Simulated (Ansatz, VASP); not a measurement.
# Two plane-wave programs on Tl2H3

```
Tl H
1.0
     1.88665    1.08926    6.86663
    -1.88665    1.08926    6.86663
     0.00000   -2.17851    6.86663
Tl H
2 3
Direct
  0.40926 0.40926 0.40926
  0.59074 0.59074 0.59074
  0.00000 0.00000 0.00000
  0.23486 0.23486 0.23486
  0.76514 0.76514 0.76514
```

Alike in both runs: functional PBE; k mesh 6 × 6 × 6; occupations gaussian, width 0.1 eV; no spin polarisation.

Ansatz relaxed the structure, and its values are those at the end. VASP's run is a single point on that final structure, the one shown.

```csv
,VASP,Ansatz
version,VASP 6.6.1,Ansatz 0.2.0
potentials or method,"VASP PAW PBE potentials, release 64 (Tl_d, H), cutoff 520 eV","scalar-relativistic, plane waves, PAW"
valence electrons in the cell,29,29
```

Ansatz gave:

| Property | Result |
| --- | --- |
| gap on the k mesh at the Fermi level (eV) | none |
| pressure (GPa) | 0.1 |
| rms of the force components (eV/Å) | 0.006 |

Task: What did VASP give for the same quantities?

Result: gap on the k mesh at the Fermi level (eV): none; pressure (GPa): 0.0; rms of the force components (eV/Å): 0.006.

A gap of «none» marks a metal or a gap that the smearing closes.

Spin-orbit coupling is off throughout.
